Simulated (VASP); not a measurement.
Here is a VASP 6.6.1 calculation.

Contents of INCAR:

```
  ALGO = Normal
  EDIFF = 1E-7
  ENCUT = 520
  GGA = PE
  ISIF = 2
  ISMEAR = 0
  LASPH = True
  LCHARG = False
  LREAL = False
  LWAVE = False
  NBANDS = 34
  NELM = 100
  PREC = Accurate
  SIGMA = 0.1
```

Contents of KPOINTS:

```
k-points
0
Gamma
  4 4 4
```

File POSCAR:

```
Ti4C
1.0
    4.1405354500      0.0000000000      0.0000000000
    0.0000000000      4.1405354500      0.0000000000
    0.0000000000      0.0000000000      4.1405354500
Ti C
4 1
Direct
    0.0000000000      0.0000000000      0.0000000000
    0.5000000000      0.5000000000      0.0000000000
    0.5000000000      0.0000000000      0.5000000000
    0.0000000000      0.5000000000      0.5000000000
    0.5000000000      0.5000000000      0.5000000000
```

Potentials or basis: VASP PAW PBE potentials, release 64 (Ti_sv, C).

Command:

```console
$ cat potpaw_PBE.64/Ti_sv/POTCAR potpaw_PBE.64/C/POTCAR > POTCAR
$ mpirun -np 1 vasp_std > vasp.out
```

Q: Estimate the pressure.

A: 10.1 GPa.

Q: What does it give for the band gap on the k mesh?

A: Zero (bands 26 and 27 overlap by 0.93 eV).

Caveat: the k points lie up to 0.38 Å⁻¹ apart, too coarse for converged energies and pressures of a metal.
